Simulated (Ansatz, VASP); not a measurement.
## Bi in VASP and in Ansatz

The input INCAR:

```
SYSTEM = Bi
  PREC = Accurate
  ENCUT = 600
  EDIFF = 1E-6
  ISMEAR = -1
  SIGMA = 0.1
  LREAL = .FALSE.
  LASPH = .TRUE.
  NELM = 60
  ALGO = Normal
  ISIF = 3
  LWAVE = .FALSE.
  LCHARG = .FALSE.
  GGA = PE
  IBRION = 2
  NSW = 80
  EDIFFG = -0.01
```

Contents of KPOINTS:

```
regular mesh
0
G
  7 7 9
  0 0 0
```

Contents of POSCAR:

```
Bi
1.0
    5.6460260353      0.0000000000      0.0000000000
   -2.8230130177      4.8896019770      0.0000000000
    0.0000000000      0.0000000000      3.4610139597
Bi
3
Direct
    0.0000000000      0.0000000000      0.0000000000
    0.3333333333      0.6666666667      0.5000000000
    0.6666666667      0.3333333333      0.5000000000
```

Input for Ansatz:

```yaml
crystal:
  lattice:
    - [5.6460260353, 0.0, 0.0]
    - [-2.8230130177, 4.889601977, 0.0]
    - [0.0, 0.0, 3.4610139597]
  atoms:
    - { symbol: Bi, position: [0.0, 0.0, 0.0] }
    - { symbol: Bi, position: [0.3333333333, 0.6666666667, 0.5] }
    - { symbol: Bi, position: [0.6666666667, 0.3333333333, 0.5] }
hamiltonian:
  xc: pbe
  pseudopotentials:
    kind: paw
    azcp:
      Bi: "pseudopotentials/Bi.paw.azcp"
basis:
  ecutwfc: 420
  fft_grid_basis: typed
kpoints:
  mp_grid: { grid: [7, 7, 9], shift: [0, 0, 0] }
magnetization:
  spin_polarized: false
scf:
  occupations: { method: fermi_dirac, width: 0.1 }
relax:
  max_steps: 60
  f_tol: 0.01
  cell: {}
```

Alike in both runs: task relaxation of cell and atoms; functional PBE; k mesh 7 × 7 × 9; occupations fermi-dirac, width 0.1 eV; no spin polarisation.

|  | VASP | Ansatz |
| --- | --- | --- |
| version | VASP 6.6.1 | Ansatz 0.2.0 |
| potentials or method | VASP PAW PBE potentials, release 64 (Bi_d), cutoff 600 eV | plane waves (420 eV) with PAW, scalar-relativistic |
| valence electrons in the cell | 45 | 45 |

VASP gave:

| Property | Result |
| --- | --- |
| relaxed volume (Å³/atom) | 32.01 |
| relaxed length of the cell vector where the two differ most in proportion (Å) | 3.376 |

Q: What did Ansatz give for the same quantities?

A: Relaxed volume (Å³/atom): 32.01; relaxed length of the cell vector where the two differ most in proportion (Å): 3.375.

Spin-orbit coupling is off throughout.
